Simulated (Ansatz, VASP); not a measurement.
**MgO: VASP beside Ansatz**

The input INCAR:

```
SYSTEM = MgO
PREC = Accurate ; ENCUT = 520
EDIFF = 1E-7 ; ISMEAR = 0
SIGMA = 0.05 ; LREAL = .False.
LASPH = .True. ; NELM = 60
ALGO = Normal ; ISIF = 2
LWAVE = .False. ; LCHARG = .False.
GGA = PS ; NBANDS = 16
```

File KPOINTS:

```
regular mesh
0
Gamma
  9 9 6
  0 0 0
```

Contents of POSCAR:

```
MgO
1.0
    3.5735373093      0.0000000000      0.0000000000
   -1.7867686547      3.0947740912      0.0000000000
    0.0000000000      0.0000000000      4.2824922505
Mg O
2 2
Direct
    0.6666666667      0.3333333333      0.7500000000
    0.3333333333      0.6666666667      0.2500000000
    0.6666666667      0.3333333333      0.2500000000
    0.3333333333      0.6666666667      0.7500000000
```

Input for Ansatz:

```yaml
crystal:
  lattice:
    - [3.5735373093, 0.0, 0.0]
    - [-1.7867686547, 3.0947740912, 0.0]
    - [0.0, 0.0, 4.2824922505]
  atoms:
    - { symbol: Mg, position: [0.6666666667, 0.3333333333, 0.75] }
    - { symbol: Mg, position: [0.3333333333, 0.6666666667, 0.25] }
    - { symbol: O, position: [0.6666666667, 0.3333333333, 0.25] }
    - { symbol: O, position: [0.3333333333, 0.6666666667, 0.75] }
basis:
  ecutwfc: 420
kpoints:
  mp_grid: { grid: [9, 9, 6] }
hamiltonian:
  xc: pbesol
scf:
  occupations: { method: gaussian, width: 0.05 }
output:
  forces: true
  stress: true
  eigenvalues: true
```

Change from the starting cell: strain +0.025 along x and y, +0.025 along z, atoms carried along.

Alike in both runs: task single point; functional PBEsol; k mesh 9 × 9 × 6; occupations gaussian, width 0.05 eV; no spin polarisation.

|  | VASP | Ansatz |
| --- | --- | --- |
| version | VASP 6.6.1 | Ansatz 0.2.0 |
| potentials or method | VASP PAW PBE potentials, release 64 (Mg, O), cutoff 520 eV | scalar-relativistic, plane waves, PAW |
| valence electrons in the cell | 16 | 32 |

VASP gave:

| Property | Result |
| --- | --- |
| gap on the k mesh at the Fermi level (eV) | 2.95 |
| least direct gap on the mesh (eV) | 2.95 |
| pressure (GPa) | -7.9 |
| traceless stress, the component that is largest in VASP (GPa) | -0.25 |

Problem. What did Ansatz give for the same quantities?

Solution. gap on the k mesh at the Fermi level (eV): 2.96; least direct gap on the mesh (eV): 2.96; pressure (GPa): -7.5; traceless stress, the component that is largest in VASP (GPa): -0.20.

VASP's potentials were made for PBE, not for PBEsol. VASP's potentials hold 16 valence electrons a cell and Ansatz's 32, so a difference there can come from the potentials and not from the codes.
